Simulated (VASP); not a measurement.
# SnTe (I4/mmm) in VASP: notebook

The runs below take SnTe through single point, with PBE.

All numbers are computed with VASP 6.6.1; they aren't measurements. Logs are shortened: lines on timing, memory, paths and dates and some standing lists are left out, and cuts for length are marked.

### 1 The cell of the first run

Symmetry: I4/mmm, No. 139, tetragonal system. The conventional cell has a = 4.598 Å, b = 4.598 Å, c = 6.124 Å, α = 90.00°, β = 90.00°, γ = 90.00°. Sn (site symmetry 4/mmm) has 6 Te at 3.06 to 3.25 Å within 4.0 Å. Within 4.0 Å of Te (site symmetry 4/mmm) lie 6 Sn at 3.06 to 3.25 Å.

### 2 Single point, PBE (strain +0.030 along x and y, -0.030 along z)

File INCAR:

```
  ALGO = Normal
  EDIFF = 1E-6
  ENCUT = 520
  GGA = PE
  ISIF = 2
  ISMEAR = 0
  LASPH = T
  LCHARG = F
  LREAL = F
  LWAVE = F
  NBANDS = 17
  NELM = 80
  PREC = Accurate
  SIGMA = 0.03
```

File KPOINTS:

```
k-points
0
Gamma
  10 10 10
```

File POSCAR:

```
SnTe
1.0
    0.0000000000      3.2511950000      3.0618050000
    3.2511950000      0.0000000000      3.0618050000
    3.2511950000      3.2511950000      0.0000000000
Sn Te
1 1
Direct
    0.0000000000      0.0000000000      0.0000000000
    0.5000000000      0.5000000000      0.5000000000
```

Potentials or basis: VASP PAW PBE potentials, release 64 (Sn_d, Te).

The run is started by

```
$ cat potpaw_PBE.64/Sn_d/POTCAR potpaw_PBE.64/Te/POTCAR > POTCAR
$ mpirun -np 1 vasp_std > vasp.out
```

OUTCAR:

```text
EDIFF = 1E-6
   ENCUT = 520
   GGA = PE
   ISIF = 2
   ISMEAR = 0
   LASPH = T
   LREAL = F
   NELM = 80
   PREC = Accurate

 ion  position               nearest neighbor table
   1  0.000  0.000  0.000-   2 3.06   2 3.06   2 3.25   2 3.25   2 3.25   2 3.25
   2  0.500  0.500  0.500-   1 3.06   1 3.06   1 3.25   1 3.25   1 3.25   1 3.25

  LATTYP: Found a body centered tetragonal cell.
 ALAT       =     4.5978840629
 C/A-ratio  =     1.3318321898

  Lattice vectors:

 A1 = (   0.0000000000,  -3.2511950000,  -3.0618050000)
 A2 = (   0.0000000000,   3.2511950000,  -3.0618050000)
 A3 = (   3.2511950000,   0.0000000000,   3.0618050000)

Analysis of symmetry for initial positions (statically):
=====================================================================
 Subroutine PRICEL returns:
 Original cell was already a primitive cell.

 Routine SETGRP: Setting up the symmetry group for a
 body centered tetragonal supercell.

 Subroutine GETGRP returns: Found 16 space group operations
 (whereof 16 operations were pure point group operations)
 out of a pool of 16 trial point group operations.

The static configuration has the point symmetry D_4h.

Analysis of symmetry for dynamics (positions and initial velocities):
=====================================================================
 Subroutine PRICEL returns:
 Original cell was already a primitive cell.

 Routine SETGRP: Setting up the symmetry group for a
 body centered tetragonal supercell.

 Subroutine GETGRP returns: Found 16 space group operations
 (whereof 16 operations were pure point group operations)
 out of a pool of 16 trial point group operations.

The dynamic configuration has the point symmetry D_4h.

 Subroutine INISYM returns: Found 16 space group operations
 (whereof 16 operations are pure point group operations),
 and found     1 'primitive' translations

----------------------------------------------------------------------------------------

                                     Primitive cell

  volume of cell :      64.7282

  direct lattice vectors                    reciprocal lattice vectors
     0.000000000  3.251195000  3.061805000    -0.153789607  0.153789607  0.163302366
     3.251195000  0.000000000  3.061805000     0.153789607 -0.153789607  0.163302366
     3.251195000  3.251195000  0.000000000     0.153789607  0.153789607 -0.163302366

  length of vectors
     4.465973442  4.465973442  4.597884063     0.271974537  0.271974537  0.271974537

  position of ions in fractional coordinates (direct lattice)
     0.000000000  0.000000000  0.000000000
     0.500000000  0.500000000  0.500000000

  ion indices of the primitive-cell ions
   primitive index   ion index
                 1           1
                 2           2

----------------------------------------------------------------------------------------

 KPOINTS: k-points

Automatic generation of k-mesh.
 Grid dimensions read from file:
 generate k-points for:   10   10   10

 Generating k-lattice:

  Cartesian coordinates                     Fractional coordinates (reciprocal lattice)
    -0.015378961  0.015378961  0.016330237     0.100000000  0.000000000  0.000000000
     0.015378961 -0.015378961  0.016330237     0.000000000  0.100000000  0.000000000
     0.015378961  0.015378961 -0.016330237     0.000000000  0.000000000  0.100000000

  Length of vectors
     0.027197454  0.027197454  0.027197454

  Shift w.r.t. Gamma in fractional coordinates (k-lattice)
     0.000000000  0.000000000  0.000000000

 Subroutine IBZKPT returns following result:
 ===========================================

 Found    102 irreducible k-points:

 Following reciprocal coordinates:
            Coordinates               Weight
  0.000000  0.000000  0.000000      1.000000
  0.100000  0.000000  0.000000      8.000000
  0.200000  0.000000  0.000000      8.000000
  0.300000  0.000000  0.000000      8.000000
  0.400000  0.000000  0.000000      8.000000
  0.500000  0.000000  0.000000      4.000000
[... 16 lines left out ...]
  0.300000  0.300000  0.000000      2.000000
  0.400000  0.300000  0.000000      8.000000
 [... further k-points ...]
   k-points           NKPTS =    102   k-points in BZ     NKDIM =    102   number of bands    NBANDS=     17
   number of dos      NEDOS =    301   number of ions     NIONS =      2
   total plane-waves  NPLWV =  46656
   dimension x,y,z NGX =    36 NGY =   36 NGZ =   36
   dimension x,y,z NGXF=    72 NGYF=   72 NGZF=   72
   ions per type =               1   1
   NGX,Y,Z   is equivalent  to a cutoff of  13.40, 13.40, 13.02 a.u.
   NGXF,Y,Z  is equivalent  to a cutoff of  26.80, 26.80, 26.03 a.u.
 SYSTEM =  unknown system
   PREC   = accura    normal or accurate (medium, high low for compatibility)
   ISTART =      0    job   : 0-new  1-cont  2-samecut
   ICHARG =      2    charge: 1-file 2-atom 10-const
   ISPIN  =      1    spin polarized calculation?
   LNONCOLLINEAR =      F non collinear calculations
   LSORBIT =      F    spin-orbit coupling
   LASPH  =      T    aspherical Exc in radial PAW
   ENCUT  =  520.0 eV  38.22 Ry    6.18 a.u.   8.30  8.30  8.55*2*pi/ulx,y,z
   NELM   =     80;   NELMIN=  2; NELMDL= -5     # of ELM steps
   EDIFF  = 0.1E-05   stopping-criterion for ELM
   LREAL  =      F    real-space projection
   EDIFFG = 0.1E-04   stopping-criterion for IOM
   NSW    =      0    number of steps for IOM
   IBRION =     -1    ionic relax: 0-MD 1-quasi-New 2-CG
   NFREE  =      0    steps in history (QN), initial steepest desc. (CG)
   ISIF   =      2    stress and relaxation
   ISYM   =      2    0-nonsym 1-usesym 2-fastsym
   POTIM  = 0.5000    time-step for ionic-motion
   TEBEG  =    0.0;   TEEND  =   0.0 temperature during run
   PSTRESS=    0.0 pullay stress
   NELECT =      20.0000    total number of electrons
   NUPDOWN=      -1.0000    fix difference up-down
   EMIN   =  10.00;   EMAX   =-10.00  energy-range for DOS
   EFERMI =   0.00;   METHOD = LEGACY
   ISMEAR =     0;   SIGMA  =   0.03  broadening in eV -4-tet -1-fermi 0-gaus
   EFERMI_NEDOS =   21; number of points for ismear=-14 and -15
   IALGO  =     38    algorithm
   IMIX   =      4    mixing-type and parameters
     AMIX     =   0.40;   BMIX     =  1.00
     AMIX_MAG =   1.60;   BMIX_MAG =  1.00
  volume/ion in A,a.u.               =      32.36       218.40
  Fermi-wavevector in a.u.,A,eV,Ry     =   1.106760  2.091474 16.666031  1.224919
  Thomas-Fermi vector in A             =   2.243266
   LORBIT       =      0    0 simple, 1 ext, 2 COOP (PROOUT), +10 PAW based schemes
   GGA     = PE    functional components
   LHFCALC =     F    Hartree Fock is set to
   AEXX    =    0.0000 exact exchange contribution
   IVDW    =     0    specifies the selected vdW correction
   LEPSILON=     F    determine dielectric tensor
   LRPA    =     F    only Hartree local field effects (RPA)
 non-spin polarized calculation
 Gauss-broadening in eV      SIGMA  =   0.03
  energy-cutoff  :      520.00
  volume of cell :       64.73
 maximum number of plane-waves:      1761
 NGX is ok and might be reduce to    36
   NGX = 17   NGY = 17   NGZ = 17

 number of electron      20.0000006 magnetization

 Free energy of the ion-electron system (eV)
  ---------------------------------------------------
  ext. energy  EPLUGINS =         0.00000000
  ---------------------------------------------------
  free energy    TOTEN  =        -7.50042569 eV

  energy without entropy =       -7.50042563  energy(sigma->0) =       -7.50042566

 E-fermi :   6.5704     XC(G=0):  -9.3369

 val. band max:        6.4869626064   @ k =   0.5000   0.0000   0.0000
 cond. band min:       6.6537509749   @ k =   0.5000   0.0000   0.0000
 fundamental gap:      0.1667883685
 Fermi energy:         6.5703571134

 k-point     1 :       0.0000    0.0000    0.0000
  band No.  band energies     occupation
      1     -15.3656      2.00000
      2     -15.3623      2.00000
      3     -15.3440      2.00000
      4     -15.3433      2.00000
      5     -15.3433      2.00000
      6      -6.0370      2.00000
[... 9 lines left out ...]
     16      11.6443      0.00000
     17      12.9800      0.00000

 k-point     2 :       0.1000    0.0000    0.0000
  band No.  band energies     occupation
      1     -15.3657      2.00000
      2     -15.3621      2.00000
      3     -15.3445      2.00000
      4     -15.3429      2.00000
      5     -15.3428      2.00000
      6      -5.9567      2.00000
[... 9 lines left out ...]
     16      11.7233      0.00000
     17      13.5535      0.00000

 k-point     3 :       0.2000    0.0000    0.0000
  band No.  band energies     occupation
      1     -15.3661      2.00000
      2     -15.3617      2.00000
      3     -15.3458      2.00000
      4     -15.3418      2.00000
      5     -15.3413      2.00000
      6      -5.7251      2.00000
[... 9 lines left out ...]
     16      12.1958      0.00000
     17      14.8786      0.00000

 k-point     4 :       0.3000    0.0000    0.0000
  band No.  band energies     occupation
      1     -15.3668      2.00000
      2     -15.3612      2.00000
      3     -15.3474      2.00000
      4     -15.3405      2.00000
      5     -15.3394      2.00000
      6      -5.3786      2.00000
[... 9 lines left out ...]
     16      13.0477      0.00000
     17      16.4932      0.00000
[... 343 lines left out ...]
      1     -15.3672      2.00000
      2     -15.3604      2.00000
      3     -15.3471      2.00000
      4     -15.3410      2.00000
      5     -15.3395      2.00000
      6      -5.3078      2.00000
[... 9 lines left out ...]
     16      15.0251      0.00000
     17      15.4504      0.00000

 k-point    23 :       0.3000    0.3000    0.0000
  band No.  band energies     occupation
      1     -15.3648      2.00000
      2     -15.3622      2.00000
      3     -15.3543      2.00000
      4     -15.3366      2.00000
      5     -15.3366      2.00000
      6      -5.0700      2.00000
[... 9 lines left out ...]
     16      14.6090      0.00000
     17      15.4166      0.00000

 k-point    24 :       0.4000    0.3000    0.0000
  band No.  band energies     occupation
      1     -15.3650      2.00000
      2     -15.3619      2.00000
      3     -15.3564      2.00000
      4     -15.3353      2.00000
      5     -15.3351      2.00000
      6      -4.7881      2.00000
[... 9 lines left out ...]
     16      15.2779      0.00000
     17      16.4972      0.00000

 [... further k-points ...]
[... 5 lines left out ...]
  --------------------------------------------------------------------------------------
  -------------------------------------------------------------------------------------
  Total       -0.6241313     -0.6241313      2.5858967      0.0000000     -0.0000000     -0.0000000
  in kB      -15.4487362    -15.4487362     64.0071065      0.0000000     -0.0000000     -0.0000000
  external PRESSURE =      11.0365447 kB  Pullay stress =       0.0000000 kB

 VOLUME and BASIS-vectors are now :
 -----------------------------------------------------------------------------
  energy-cutoff  :      520.00
  volume of cell :       64.73
      direct lattice vectors                 reciprocal lattice vectors
     0.000000000  3.251195000  3.061805000    -0.153789607  0.153789607  0.163302366
     3.251195000  0.000000000  3.061805000     0.153789607 -0.153789607  0.163302366
     3.251195000  3.251195000  0.000000000     0.153789607  0.153789607 -0.163302366

 POSITION                                       TOTAL-FORCE (eV/Angst)
 -----------------------------------------------------------------------------------
      0.00000      0.00000      0.00000        -0.000000      0.000000     -0.000000
      3.25120      3.25120      3.06181         0.000000     -0.000000      0.000000
 -----------------------------------------------------------------------------------
    total drift:                               -0.000000      0.000000      0.000000

  FREE ENERGIE OF THE ION-ELECTRON SYSTEM (eV)
  ---------------------------------------------------
  free  energy   TOTEN  =        -7.5004256881 eV

  energy  without entropy=       -7.5004256284  energy(sigma->0) =       -7.50042566
```

It took 40 s on 1 thread of Intel Xeon Platinum 8559C (Emerald Rapids), shared host; peak memory 0.27 GiB.

Results:

| Item | Value |
| --- | --- |
| Free energy | -7.5004 eV |
| Pressure | 1.1 GPa |
| Band gap on the k mesh | 0.17 eV, direct |

Stress tensor (GPa, compression positive):
```
-1.54  0.00  0.00
 0.00 -1.54  0.00
 0.00  0.00  6.40
```

Levels at points of the mesh, in eV from the valence-band top:
```
           k point  band 8  band 9  band 10  band 11  band 12  band 13
(0.00, 0.00, 0.00)   -2.45   -1.79    -1.79     2.86     2.86     4.34
(0.50, 0.00, 0.00)   -1.75   -1.64     0.00     0.17     0.35     0.71
(0.50, 0.50, 0.00)   -5.38   -3.63    -3.63     2.26     4.66     4.66
(0.50, 0.00, 0.50)   -5.26   -3.83    -3.14     2.43     4.14     5.72
```

Caveat: the cell differs from its parent crystal (strain +0.030 along x and y, -0.030 along z); spin-orbit coupling is left out, which moves the levels of the heavy elements. A k mesh can miss the band edges.

### 3 Single point, PBE (strain +0.030 along x and y, -0.015 along z)

File INCAR:

```
SYSTEM = SnTe
PREC = Accurate
ENCUT = 520
EDIFF = 1E-6
ISMEAR = 0
SIGMA = 0.03
LREAL = .FALSE.
LASPH = .TRUE.
NELM = 80
ALGO = Normal
ISIF = 2
LWAVE = .FALSE.
LCHARG = .FALSE.
GGA = PE
NBANDS = 17
```

File KPOINTS:

```
Automatic mesh
0
G
  10 10 10
  0 0 0
```

File POSCAR:

```
SnTe
1.0
    0.0000000000      3.2511950000      3.1091525000
    3.2511950000      0.0000000000      3.1091525000
    3.2511950000      3.2511950000      0.0000000000
Sn Te
1 1
Direct
    0.0000000000      0.0000000000      0.0000000000
    0.5000000000      0.5000000000      0.5000000000
```

Potentials or basis: VASP PAW PBE potentials, release 64 (Sn_d, Te).

The run is started by

```
$ cat potpaw_PBE.64/Sn_d/POTCAR potpaw_PBE.64/Te/POTCAR > POTCAR
$ mpirun -np 1 vasp_std > vasp.out
```

Wall time 47 s (1 thread of Intel Xeon Platinum 8559C (Emerald Rapids), shared host); peak memory 0.27 GiB.

It converged, with:

```
Free energy            : -7.5326 eV
Pressure               : 0.2 GPa
Band gap on the k mesh : 0.05 eV, direct
```

Stress tensor (GPa, compression positive):
```
-1.56  0.00  0.00
 0.00 -1.56  0.00
 0.00  0.00  3.84
```

Levels at points of the mesh, in eV from the valence-band top:
| k point | band 6 | band 7 | band 8 | band 9 | band 10 | band 11 | band 12 | band 13 | band 14 | band 15 |
| --- | --- | --- | --- | --- | --- | --- | --- | --- | --- | --- |
| (0.00, 0.00, 0.00) | -12.45 | -4.85 | -2.33 | -1.85 | -1.85 | 2.91 | 2.91 | 3.98 | 4.75 | 4.75 |
| (0.50, 0.00, 0.00) | -11.29 | -8.09 | -1.74 | -1.65 | 0.00 | 0.05 | 0.36 | 0.60 | 7.66 | 8.46 |
| (0.50, 0.50, 0.00) | -10.90 | -6.58 | -5.30 | -3.57 | -3.57 | 2.30 | 4.58 | 4.58 | 6.52 | 8.88 |
| (0.50, 0.00, 0.50) | -11.11 | -6.33 | -5.20 | -3.72 | -3.22 | 2.42 | 4.20 | 5.34 | 5.81 | 8.74 |

Caveat: the cell differs from its parent crystal (strain +0.030 along x and y, -0.015 along z); spin-orbit coupling is left out, which moves the levels of the heavy elements. A k mesh can miss the band edges.

[end of part 1 of 2]
